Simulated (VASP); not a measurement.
Crystal: TiO.

```
CELL_PARAMETERS angstrom
0.00000 2.30517 2.30517
2.30517 0.00000 2.30517
2.30517 2.30517 0.00000
ATOMIC_POSITIONS crystal
Ti 0.00000 0.00000 0.00000
O 0.25000 0.25000 0.25000
```

Base run:

| Property | Result |
| --- | --- |
| Program | VASP 6.6.1 |
| Functional | r2SCAN |
| Potentials or basis | VASP PAW PBE potentials, release 64 (Ti_sv, O) |
| Cutoff | 520 eV |
| k mesh | 16 × 16 × 16 |
| Occupations | gaussian, width 0.1 eV |
| Spin | no spin polarisation |

Its results: pressure 1.0 GPa.

The run is repeated on the same cell with these changes: spin from no spin polarisation to collinear spin; further incar settings from ALGO = Normal; EDIFF = 1e-06; NBANDS = 16 to ALGO = Normal; EDIFF = 1e-06; NBANDS = 20. What comes out?

Pressure 1.2 GPa; net moment -0.31 μB per cell; site moments Ti -0.28; O +0.01 μB.

Caveats: the PAW data sets were made with another functional, which shifts forces and pressure a little; a moment this small can come from the mesh or the smearing (at least some runs).
